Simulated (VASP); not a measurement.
Input of a VASP 6.6.1 run:

Contents of INCAR:

```
ALGO = Normal
EDIFF = 1E-6
ENCUT = 520
GGA = PE
ISIF = 2
ISMEAR = -1
LASPH = True
LCHARG = False
LREAL = Auto
LWAVE = False
NBANDS = 70
NELM = 80
PREC = Accurate
SIGMA = 0.05
```

KPOINTS

```
k-points
0
Gamma
  2 2 2
```

Contents of POSCAR:

```
Na16H
1.0
    8.4600000000      0.0000000000      0.0000000000
    0.0000000000      8.4600000000      0.0000000000
    0.0000000000      0.0000000000      8.4600000000
Na H
16 1
Direct
   -0.0192907801     -0.0348936170     -0.0313829787
    0.5141489362     -0.0019858156     -0.0273877069
   -0.0516548463      0.5259692671      0.0237115839
   -0.0286406619      0.0169976359      0.5186170213
    0.3034988180      0.2625886525      0.2530023641
    0.5086288416      0.4893617021      0.0060047281
    0.4828368794     -0.0041962175      0.5264539007
    0.7874822695      0.2678368794      0.2104137116
    0.0607328605      0.4800000000      0.4519030733
    0.2339952719      0.7661583924      0.2103309693
    0.2086643026      0.2175531915      0.7566784870
    0.4914420804      0.5203073286      0.4794326241
    0.7686643026      0.6889834515      0.3111938534
    0.7688770686      0.3017257683      0.7920685579
    0.2445271868      0.7037825059      0.7826477541
    0.7255319149      0.7855082742      0.7391725768
    0.0090070922      0.2380851064      0.3435224586
```

Potentials or basis: VASP PAW PBE potentials, release 64 (Na_pv, H).

Command:

```bash
$ cat potpaw_PBE.64/Na_pv/POTCAR potpaw_PBE.64/H/POTCAR > POTCAR
$ mpirun -np 1 vasp_std > vasp.out
```

Question: Predict the band gap on the k mesh.

Answer: Zero (an odd number of electrons rules out a gap without spin polarisation).

Question: Estimate the largest force.

Answer: 0.490 eV/Å.

Forces on the atoms (eV/Å):
```
Na  -0.041  0.104  0.147
Na  -0.038  0.015  0.183
Na   0.385  0.192 -0.227
Na   0.078  0.046 -0.265
Na  -0.332 -0.244 -0.121
Na  -0.068  0.192 -0.017
Na  -0.008  0.057 -0.125
Na  -0.169 -0.336  0.314
Na  -0.141 -0.037  0.212
Na   0.120  0.006  0.147
Na   0.170  0.222  0.160
Na  -0.050 -0.122  0.252
Na  -0.059  0.433 -0.149
Na  -0.076 -0.176 -0.405
Na  -0.023  0.076 -0.169
Na   0.103 -0.395  0.017
H    0.147 -0.034  0.044
```

Caveat: the k points lie up to 0.37 Å⁻¹ apart, too coarse for converged energies and pressures of a metal.
